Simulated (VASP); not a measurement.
Wanted: the native input for a VASP 6.6.1 run.

* Task: relaxation of cell and atoms
* Functional: LDA
* Potentials or basis: VASP PAW LDA potentials, release 64 (Zn)
* Cutoff: 600 eV
* k mesh: 10 × 10 × 10
* Occupations: fermi-dirac, width 0.1 eV
* Spin: no spin polarisation
* Dipole correction: no
* Further INCAR settings: ALGO = Normal; EDIFF = 1e-06; IBRION = 2; EDIFFG = -0.01; NSW = 80; ISIF = 3

The structure of Zn lies in POSCAR:

```
Zn
1.0
    0.0000000000      2.7383746181      2.7383746181
    2.7383746181      0.0000000000      2.7383746181
    2.7383746181      2.7383746181      0.0000000000
Zn
2
Direct
    0.1250000000      0.1250000000      0.1250000000
    0.8750000000      0.8750000000      0.8750000000
```

These files were run (other wordings do the same):

INCAR

```
  ALGO = Normal
  EDIFF = 1E-6
  EDIFFG = -0.01
  ENCUT = 600
  IBRION = 2
  ISIF = 3
  ISMEAR = -1
  LASPH = True
  LCHARG = False
  LREAL = False
  LWAVE = False
  NELM = 100
  NSW = 80
  PREC = Accurate
  SIGMA = 0.1
```

KPOINTS

```
k-points
0
Gamma
  10 10 10
```

Potentials or basis: VASP PAW LDA potentials, release 64 (Zn).

The run is started by

```sh
$ cat potpaw_LDA.64/Zn/POTCAR > POTCAR
$ mpirun -np 1 vasp_std > vasp.out
```

It gave:

- Relaxed volume: 21.51 Å³/atom
- Relaxed cell: a = 3.933 Å, b = 3.933 Å, c = 3.933 Å, α = 60.00°, β = 60.00°, γ = 60.00°
- Space group after relaxing (to 0.05 Å): Fd-3m (No. 227)
- Energy gained by relaxing: 6.3 meV/atom
- Ionic steps: 3
- Pressure after relaxing: 0.0 GPa
- Band gap on the k mesh: zero (band 12 reaches 6.38 eV, above the bottom of band 13 at -0.24 eV)

Wall time 73 s on 1 thread of Intel(R) Xeon(R) Platinum 8259CL CPU @ 2.50GHz (Skylake/Cascade Lake) (shared host), peak memory 0.17 GiB.
